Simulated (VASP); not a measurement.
# ZrN (Fm-3m) in VASP: a series of runs

The runs below take ZrN through electric field gradients, with LDA.

All numbers are computed with VASP 6.6.1; they aren't measurements. Logs are shortened: lines on timing, memory, paths and dates and some standing lists are left out, and cuts for length are marked.

### 1 The cell of the first run

Symmetry: Fm-3m, No. 225, cubic system. The conventional cell has a = 4.553 Å, b = 4.553 Å, c = 4.553 Å, α = 90.00°, β = 90.00°, γ = 90.00°. Zr (site symmetry m-3m) has 6 N at 2.28 Å within 3.0 Å. Within 3.0 Å of N (site symmetry m-3m) lie 6 Zr at 2.28 Å.

### 2 Electric field gradients, LDA (volume scaled by 0.99)

The input, INCAR:

```
SYSTEM = ZrN
PREC = Accurate
ENCUT = 520
EDIFF = 1E-8
ISMEAR = -1
SIGMA = 0.03
LREAL = .FALSE.
LASPH = .TRUE.
NELM = 120
ALGO = Normal
ISIF = 2
LWAVE = .FALSE.
LCHARG = .FALSE.
LEFG = .TRUE.
NBANDS = 16
GGA_COMPAT = .FALSE.
```

The input, KPOINTS:

```
Automatic mesh
0
G
  9 9 9
  0 0 0
```

The input, POSCAR:

```
ZrN
1.0
    0.0000000000      2.2765903777      2.2765903777
    2.2765903777      0.0000000000      2.2765903777
    2.2765903777      2.2765903777      0.0000000000
Zr N
1 1
Direct
    0.0000000000      0.0000000000      0.0000000000
    0.5000000000      0.5000000000      0.5000000000
```

Potentials or basis: VASP PAW LDA potentials, release 64 (Zr_sv, N).

Run with:

```
> cat potpaw_LDA.64/Zr_sv/POTCAR potpaw_LDA.64/N/POTCAR > POTCAR
> mpirun -np 1 vasp_std > vasp.out
```

OUTCAR:

```text
SYSTEM = ZrN
   PREC = Accurate
   ENCUT = 520
   EDIFF = 1E-8
   ISMEAR = -1
   LREAL = .FALSE.
   LASPH = .TRUE.
   NELM = 120
   ISIF = 2

 ion  position               nearest neighbor table
   1  0.000  0.000  0.000-   2 2.28   2 2.28   2 2.28   2 2.28   2 2.28   2 2.28
   2  0.500  0.500  0.500-   1 2.28   1 2.28   1 2.28   1 2.28   1 2.28   1 2.28

  LATTYP: Found a face centered cubic cell.
 ALAT       =     4.5531807554

  Lattice vectors:

 A1 = (   0.0000000000,   2.2765903777,   2.2765903777)
 A2 = (   2.2765903777,   0.0000000000,   2.2765903777)
 A3 = (   2.2765903777,   2.2765903777,   0.0000000000)

Analysis of symmetry for initial positions (statically):
=====================================================================
 Subroutine PRICEL returns:
 Original cell was already a primitive cell.

 Routine SETGRP: Setting up the symmetry group for a
 face centered cubic supercell.

 Subroutine GETGRP returns: Found 48 space group operations
 (whereof 48 operations were pure point group operations)
 out of a pool of 48 trial point group operations.

The static configuration has the point symmetry O_h .

Analysis of symmetry for dynamics (positions and initial velocities):
=====================================================================
 Subroutine PRICEL returns:
 Original cell was already a primitive cell.

 Routine SETGRP: Setting up the symmetry group for a
 face centered cubic supercell.

 Subroutine GETGRP returns: Found 48 space group operations
 (whereof 48 operations were pure point group operations)
 out of a pool of 48 trial point group operations.

The dynamic configuration has the point symmetry O_h .

 Subroutine INISYM returns: Found 48 space group operations
 (whereof 48 operations are pure point group operations),
 and found     1 'primitive' translations

----------------------------------------------------------------------------------------

                                     Primitive cell

  volume of cell :      23.5985

  direct lattice vectors                    reciprocal lattice vectors
     0.000000000  2.276590378  2.276590378    -0.219626686  0.219626686  0.219626686
     2.276590378  0.000000000  2.276590378     0.219626686 -0.219626686  0.219626686
     2.276590378  2.276590378  0.000000000     0.219626686  0.219626686 -0.219626686

  length of vectors
     3.219584988  3.219584988  3.219584988     0.380404579  0.380404579  0.380404579

  position of ions in fractional coordinates (direct lattice)
     0.000000000  0.000000000  0.000000000
     0.500000000  0.500000000  0.500000000

  ion indices of the primitive-cell ions
   primitive index   ion index
                 1           1
                 2           2

----------------------------------------------------------------------------------------

 KPOINTS: Automatic mesh

Automatic generation of k-mesh.
 Grid dimensions read from file:
 generate k-points for:    9    9    9

 Generating k-lattice:

  Cartesian coordinates                     Fractional coordinates (reciprocal lattice)
    -0.024402965  0.024402965  0.024402965     0.111111111  0.000000000  0.000000000
     0.024402965 -0.024402965  0.024402965     0.000000000  0.111111111  0.000000000
     0.024402965  0.024402965 -0.024402965     0.000000000  0.000000000  0.111111111

  Length of vectors
     0.042267175  0.042267175  0.042267175

  Shift w.r.t. Gamma in fractional coordinates (k-lattice)
     0.000000000  0.000000000  0.000000000

 Subroutine IBZKPT returns following result:
 ===========================================

 Found     35 irreducible k-points:

 Following reciprocal coordinates:
            Coordinates               Weight
  0.000000  0.000000  0.000000      1.000000
  0.111111  0.000000  0.000000      8.000000
  0.222222  0.000000  0.000000      8.000000
  0.333333  0.000000  0.000000      8.000000
  0.444444  0.000000  0.000000      8.000000
  0.111111  0.111111  0.000000      6.000000
[... 16 lines left out ...]
 -0.333333  0.333333  0.000000     12.000000
  0.444444  0.444444  0.000000      6.000000
 [... further k-points ...]
   k-points           NKPTS =     35   k-points in BZ     NKDIM =     35   number of bands    NBANDS=     16
   number of dos      NEDOS =    301   number of ions     NIONS =      2
   total plane-waves  NPLWV =  13824
   dimension x,y,z NGX =    24 NGY =   24 NGZ =   24
   dimension x,y,z NGXF=    48 NGYF=   48 NGZF=   48
   ions per type =               1   1
   NGX,Y,Z   is equivalent  to a cutoff of  12.39, 12.39, 12.39 a.u.
   NGXF,Y,Z  is equivalent  to a cutoff of  24.79, 24.79, 24.79 a.u.
 SYSTEM =  ZrN
   PREC   = accura    normal or accurate (medium, high low for compatibility)
   ISTART =      0    job   : 0-new  1-cont  2-samecut
   ICHARG =      2    charge: 1-file 2-atom 10-const
   ISPIN  =      1    spin polarized calculation?
   LNONCOLLINEAR =      F non collinear calculations
   LSORBIT =      F    spin-orbit coupling
   LASPH  =      T    aspherical Exc in radial PAW
   ENCUT  =  520.0 eV  38.22 Ry    6.18 a.u.   5.99  5.99  5.99*2*pi/ulx,y,z
   NELM   =    120;   NELMIN=  2; NELMDL= -5     # of ELM steps
   EDIFF  = 0.1E-07   stopping-criterion for ELM
   LREAL  =      F    real-space projection
   EDIFFG = 0.1E-06   stopping-criterion for IOM
   NSW    =      0    number of steps for IOM
   IBRION =     -1    ionic relax: 0-MD 1-quasi-New 2-CG
   NFREE  =      0    steps in history (QN), initial steepest desc. (CG)
   ISIF   =      2    stress and relaxation
   ISYM   =      2    0-nonsym 1-usesym 2-fastsym
   POTIM  = 0.5000    time-step for ionic-motion
   TEBEG  =    0.0;   TEEND  =   0.0 temperature during run
   PSTRESS=    0.0 pullay stress
   NELECT =      17.0000    total number of electrons
   NUPDOWN=      -1.0000    fix difference up-down
   EMIN   =  10.00;   EMAX   =-10.00  energy-range for DOS
   EFERMI =   0.00;   METHOD = LEGACY
   ISMEAR =    -1;   SIGMA  =   0.03  broadening in eV -4-tet -1-fermi 0-gaus
   EFERMI_NEDOS =   21; number of points for ismear=-14 and -15
   IALGO  =     38    algorithm
   IMIX   =      4    mixing-type and parameters
     AMIX     =   0.40;   BMIX     =  1.00
     AMIX_MAG =   1.60;   BMIX_MAG =  1.00
  volume/ion in A,a.u.               =      11.80        79.63
  Fermi-wavevector in a.u.,A,eV,Ry     =   1.467561  2.773289 29.303359  2.153736
  Thomas-Fermi vector in A             =   2.583164
   LORBIT       =      0    0 simple, 1 ext, 2 COOP (PROOUT), +10 PAW based schemes
   GGA     = CA    functional components
   LHFCALC =     F    Hartree Fock is set to
   AEXX    =    0.0000 exact exchange contribution
   IVDW    =     0    specifies the selected vdW correction
   LEPSILON=     F    determine dielectric tensor
   LRPA    =     F    only Hartree local field effects (RPA)
 non-spin polarized calculation
  energy-cutoff  :      520.00
  volume of cell :       23.60
 maximum number of plane-waves:       650
   NGX = 11   NGY = 11   NGZ = 11

 number of electron      16.9999999 magnetization

 Free energy of the ion-electron system (eV)
  ---------------------------------------------------
  ext. energy  EPLUGINS =         0.00000000
  ---------------------------------------------------
  free energy    TOTEN  =       -22.41933739 eV

  energy without entropy =      -22.41530714  energy(sigma->0) =      -22.41732226

 E-fermi :  11.9595     XC(G=0): -12.8883

 val. band max:       11.9285510818   @ k =   0.1111   0.0000   0.0000
 cond. band min:      11.9736368746   @ k =   0.4444   0.2222   0.1111
 fundamental gap:      0.0450857928
 Fermi energy:        11.9594590342

 k-point     1 :       0.0000    0.0000    0.0000
  band No.  band energies     occupation
      1     -37.2104      2.00000
      2     -14.9536      2.00000
      3     -14.9536      2.00000
      4     -14.9536      2.00000
      5      -4.1122      2.00000
      6       9.3466      2.00000
[... 8 lines left out ...]
     15      21.2191      0.00000
     16      34.9993      0.00000
[... 419 lines left out ...]
 k-point    24 :       0.4444    0.4444    0.0000
  band No.  band energies     occupation
      1     -37.0054      2.00000
      2     -15.9475      2.00000
      3     -15.3340      2.00000
      4     -15.3340      2.00000
      5      -3.5318      2.00000
      6       7.2932      2.00000
[... 8 lines left out ...]
     15      22.6733      0.00000
     16      27.8530      0.00000

 [... further k-points ...]

------------------------ aborting loop because EDIFF is reached ----------------------------------------

  FORCE on cell =-STRESS in cart. coord.  units (eV):
  Direction    XX          YY          ZZ          XY          YZ          ZX
  --------------------------------------------------------------------------------------
  -------------------------------------------------------------------------------------
  Total       -0.6487352     -0.6487352     -0.6487352      0.0000000      0.0000000      0.0000000
  in kB      -44.0446679    -44.0446679    -44.0446679      0.0000000      0.0000000      0.0000000
  external PRESSURE =     -44.0446679 kB  Pullay stress =       0.0000000 kB

 VOLUME and BASIS-vectors are now :
 -----------------------------------------------------------------------------
  energy-cutoff  :      520.00
  volume of cell :       23.60
      direct lattice vectors                 reciprocal lattice vectors
     0.000000000  2.276590378  2.276590378    -0.219626686  0.219626686  0.219626686
     2.276590378  0.000000000  2.276590378     0.219626686 -0.219626686  0.219626686
     2.276590378  2.276590378  0.000000000     0.219626686  0.219626686 -0.219626686

 POSITION                                       TOTAL-FORCE (eV/Angst)
 -----------------------------------------------------------------------------------
      0.00000      0.00000      0.00000         0.000000      0.000000      0.000000
      2.27659      2.27659      2.27659         0.000000      0.000000      0.000000
 -----------------------------------------------------------------------------------
    total drift:                                0.000000     -0.000000     -0.000000

  FREE ENERGIE OF THE ION-ELECTRON SYSTEM (eV)
  ---------------------------------------------------
  free  energy   TOTEN  =       -22.4193373863 eV

  energy  without entropy=      -22.4153071398  energy(sigma->0) =      -22.41732226

 Electric field gradients (V/A^2)
---------------------------------------------------------------------
 ion       V_xx      V_yy      V_zz      V_xy      V_xz      V_yz
---------------------------------------------------------------------
   1      -0.000     0.000    -0.000    -0.000    -0.000    -0.000
   2       0.000     0.000     0.000    -0.000    -0.000    -0.000
---------------------------------------------------------------------

 Electric field gradients after diagonalization (V/A^2)
 (convention: |V_zz| > |V_xx| > |V_yy|)
----------------------------------------------------------------------
 ion       V_xx      V_yy      V_zz     asymmetry (V_yy - V_xx)/ V_zz
----------------------------------------------------------------------
   1       0.000     0.000    -0.000       0.000
   2       0.000     0.000    -0.001       0.000
----------------------------------------------------------------------

           NMR quadrupolar parameters

 Cq : quadrupolar parameter    Cq=e*Q*V_zz/h
 eta: asymmetry parameters     (V_yy - V_xx)/ V_zz
 Q  : nuclear electric quadrupole moment in mb (millibarn)
----------------------------------------------------------------------
 ion       Cq(MHz)       eta       Q (mb)
----------------------------------------------------------------------
   1      -0.000       0.000       1.000
   2      -0.000       0.000       1.000
----------------------------------------------------------------------
```

It took 22 s on 1 thread of Intel Xeon 8259CL, shared host; peak memory 0.13 GiB.

Results:

```yaml
Free_energy: -22.4193 eV
Pressure: -4.4 GPa
```

Caveat: without QUAD_EFG the Cq values of the log hold for a quadrupole moment of 1 mb, not for the nuclei.

### 3 Electric field gradients, LDA (volume scaled by 0.99)

The input, INCAR:

```
PREC     = Accurate       # precision mode
ENCUT    = 520            # plane-wave cutoff, eV
EDIFF    = 1E-8           # SCF threshold, eV
ISMEAR   = -1             # smearing method
SIGMA    = 0.03           # smearing width, eV
LREAL    = F              # projectors in reciprocal space
LASPH    = T              # aspherical terms in the spheres
NELM     = 120            # most SCF steps
ALGO     = Normal         # electronic algorithm
ISIF     = 2              # what is computed and relaxed
LWAVE    = F              # write WAVECAR
LCHARG   = F              # write CHGCAR
GGA      = CA             # functional
LEFG     = T            
NBANDS   = 16             # bands
GGA_COMPAT= F
```

The input, KPOINTS:

```
Automatic mesh
0
Gamma
  9 9 9
```

POSCAR is that of step 2.

Potentials or basis: VASP PAW LDA potentials, release 64 (Zr_sv, N).

Run with:

```
> cat potpaw_LDA.64/Zr_sv/POTCAR potpaw_LDA.64/N/POTCAR > POTCAR
> mpirun -np 1 vasp_std > vasp.out
```

OUTCAR:

```text
PREC = Accurate
   ENCUT = 520
   EDIFF = 1E-8
   ISMEAR = -1
   LREAL = F
   LASPH = T
   NELM = 120
   ISIF = 2
   GGA = CA

 ion  position               nearest neighbor table
   1  0.000  0.000  0.000-   2 2.28   2 2.28   2 2.28   2 2.28   2 2.28   2 2.28
   2  0.500  0.500  0.500-   1 2.28   1 2.28   1 2.28   1 2.28   1 2.28   1 2.28

  LATTYP: Found a face centered cubic cell.
 ALAT       =     4.5531807554

  Lattice vectors:

 A1 = (   0.0000000000,   2.2765903777,   2.2765903777)
 A2 = (   2.2765903777,   0.0000000000,   2.2765903777)
 A3 = (   2.2765903777,   2.2765903777,   0.0000000000)

Analysis of symmetry for initial positions (statically):
=====================================================================
 Subroutine PRICEL returns:
 Original cell was already a primitive cell.

 Routine SETGRP: Setting up the symmetry group for a
 face centered cubic supercell.

 Subroutine GETGRP returns: Found 48 space group operations
[... 642 lines left out ...]
  volume of cell :       23.60
      direct lattice vectors                 reciprocal lattice vectors
     0.000000000  2.276590378  2.276590378    -0.219626686  0.219626686  0.219626686
     2.276590378  0.000000000  2.276590378     0.219626686 -0.219626686  0.219626686
     2.276590378  2.276590378  0.000000000     0.219626686  0.219626686 -0.219626686

 POSITION                                       TOTAL-FORCE (eV/Angst)
 -----------------------------------------------------------------------------------
      0.00000      0.00000      0.00000         0.000000      0.000000      0.000000
      2.27659      2.27659      2.27659         0.000000      0.000000      0.000000
 -----------------------------------------------------------------------------------
    total drift:                                0.000000     -0.000000     -0.000000

  FREE ENERGIE OF THE ION-ELECTRON SYSTEM (eV)
  ---------------------------------------------------
  free  energy   TOTEN  =       -22.4193373863 eV

  energy  without entropy=      -22.4153071398  energy(sigma->0) =      -22.41732226

 Electric field gradients (V/A^2)
---------------------------------------------------------------------
 ion       V_xx      V_yy      V_zz      V_xy      V_xz      V_yz
---------------------------------------------------------------------
   1      -0.000     0.000    -0.000    -0.000    -0.000    -0.000
   2       0.000     0.000     0.000    -0.000    -0.000    -0.000
---------------------------------------------------------------------

 Electric field gradients after diagonalization (V/A^2)
 (convention: |V_zz| > |V_xx| > |V_yy|)
----------------------------------------------------------------------
 ion       V_xx      V_yy      V_zz     asymmetry (V_yy - V_xx)/ V_zz
----------------------------------------------------------------------
   1       0.000     0.000    -0.000       0.000
   2       0.000     0.000    -0.001       0.000
----------------------------------------------------------------------

           NMR quadrupolar parameters

 Cq : quadrupolar parameter    Cq=e*Q*V_zz/h
 eta: asymmetry parameters     (V_yy - V_xx)/ V_zz
 Q  : nuclear electric quadrupole moment in mb (millibarn)
----------------------------------------------------------------------
 ion       Cq(MHz)       eta       Q (mb)
----------------------------------------------------------------------
   1      -0.000       0.000       1.000
   2      -0.000       0.000       1.000
----------------------------------------------------------------------
```

It used 18 s of CPU time on 1 thread of Intel Xeon 8259CL, on a shared host.

Results:

| Quantity | Value |
| --- | --- |
| Free energy | -22.4193 eV |
| Pressure | -4.4 GPa |

Caveat: without QUAD_EFG the Cq values of the log hold for a quadrupole moment of 1 mb, not for the nuclei.

(Continued in part 2 of 2.)
